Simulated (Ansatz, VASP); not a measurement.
Si6W: VASP beside Ansatz

INCAR

```
SYSTEM = Si6W
ALGO = Normal ; DIPOL = 0.5 0.5 0.485
EDIFF = 1E-6 ; ENCUT = 520
GGA = PS ; IDIPOL = 3
ISIF = 2 ; ISMEAR = 0
ISPIN = 2 ; LASPH = .True.
LCHARG = .True. ; LDIPOL = .True.
LELF = .True. ; LMAXMIX = 4
LORBIT = 11 ; LREAL = .False.
LVACPOTAV = .True. ; LVHAR = .True.
LWAVE = .False. ; MAGMOM = 0 0 0 0 0 0 4
NBANDS = 32 ; NELM = 150
PREC = Accurate ; SIGMA = 0.05
```

The input KPOINTS:

```
k-points
0
Gamma
  9 9 1
  0 0 0
```

POSCAR

```
Si6W
1.0
    3.8248883545      0.0000000000      0.0000000000
   -1.9124441773      3.3124504817      0.0000000000
    0.0000000000      0.0000000000     26.1211317213
Si W
6 1
Direct
    0.6666666667      0.3333333333      0.3254070340
    0.3333333333      0.6666666667      0.3559122531
    0.3333333333      0.6666666667      0.4464642100
    0.6666666667      0.3333333333      0.4756407863
    0.6666666667      0.3333333333      0.5672640819
    0.3333333333      0.6666666667      0.5929366410
    1.0000000000      1.0000000000      0.6301644800
```

Input for Ansatz:

```yaml
crystal:
  lattice:
    - [3.8248883545, 0.0, 0.0]
    - [-1.9124441773, 3.3124504817, 0.0]
    - [0.0, 0.0, 26.1211317213]
  atoms:
    - { symbol: Si, position: [0.6666666667, 0.3333333333, 0.325407034] }
    - { symbol: Si, position: [0.3333333333, 0.6666666667, 0.3559122531] }
    - { symbol: Si, position: [0.3333333333, 0.6666666667, 0.44646421] }
    - { symbol: Si, position: [0.6666666667, 0.3333333333, 0.4756407863] }
    - { symbol: Si, position: [0.6666666667, 0.3333333333, 0.5672640819] }
    - { symbol: Si, position: [0.3333333333, 0.6666666667, 0.592936641] }
    - { symbol: W, position: [1.0, 1.0, 0.63016448], spin: 4.0 }
basis:
  ecutwfc: 420
kpoints:
  mp_grid: { grid: [9, 9, 1] }
hamiltonian:
  xc: pbesol
scf:
  occupations: { method: gaussian, width: 0.05 }
output:
  forces: true
  stress: true
  eigenvalues: true
  populations: true
  write_density: true
  write_potential: true
  elf: true
  volumetric_format: npy
magnetization:
  spin_polarized: true
efield:
  axis: 3
  dipole_correction: true
  ramp_width: 0.04
```

Alike in both runs: task single point; functional PBEsol; k mesh 9 × 9 × 1; occupations gaussian, width 0.05 eV; collinear spin.

|  | VASP | Ansatz |
| --- | --- | --- |
| version | VASP 6.6.1 | Ansatz 0.2.0 |
| potentials or method | VASP PAW PBE potentials, release 64 (Si, W_sv), cutoff 520 eV | scalar-relativistic, plane waves, PAW |
| valence electrons in the cell | 38 | 38 |

VASP gave:

```
gap on the k mesh at the Fermi level (eV)                     : none
rms of the force components (eV/Å)                            : 0.441
net moment per atom (μB)                                      : 0.02
size of the moment on the site where the two differ most (μB) : 0.56
work function, face that differs most (eV)                    : 4.87
```

**Question.** Estimate Ansatz's values.

**Answer.** gap on the k mesh at the Fermi level (eV): none; rms of the force components (eV/Å): 0.447; net moment per atom (μB): 0.02; size of the moment on the site where the two differ most (μB): 0.43; work function, face that differs most (eV): 4.87.

VASP's potentials were made for PBE, not for PBEsol. Site moments also hang on the region over which each program counts them. Atom by atom the forces differ by 0.007 eV/Å (rms over components). A gap of «none» marks a metal or a gap that the smearing closes. With one functional, cell and mesh, what is left measures potentials, basis and numerics. Ansatz's warnings: seeded moment not kept, xc potential rough in thin density.

Neither program's run includes spin-orbit coupling.
